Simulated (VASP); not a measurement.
Pt:

```xyz
1
Lattice="0.0000 1.8336 1.8336 1.8336 0.0000 1.8336 1.8336 1.8336 0.0000" Properties=species:S:1:pos:R:3 pbc="T T T"
Pt    0.0000    0.0000    0.0000
```

Base run:

| Item | Value |
| --- | --- |
| Program | VASP 6.6.1 |
| Functional | PBEsol |
| Potentials or basis | VASP PAW PBE potentials, release 64 (Pt) |
| Cutoff | 520 eV |
| k mesh | 22 × 22 × 22 |
| Occupations | gaussian, width 0.15 eV |
| Spin | collinear spin |
| Starting moments | [0.05] μB |
| Fixed moment | 0.05 μB |

Its results: pressure 96.6 GPa; site moments Pt +0.05 μB.

Q: The run is repeated on the same cell with these changes: fixed moment from 0.05 μB to 0.5 μB; moments at the start from [0.05] to [0.5]. What comes out?

A: Pressure 98.9 GPa; site moments Pt +0.49 μB.

Caveats: the cell stands under pressure; the PAW data sets were made with another functional, which shifts forces and pressure a little; the total moment is fixed, so each spin has its own Fermi level.
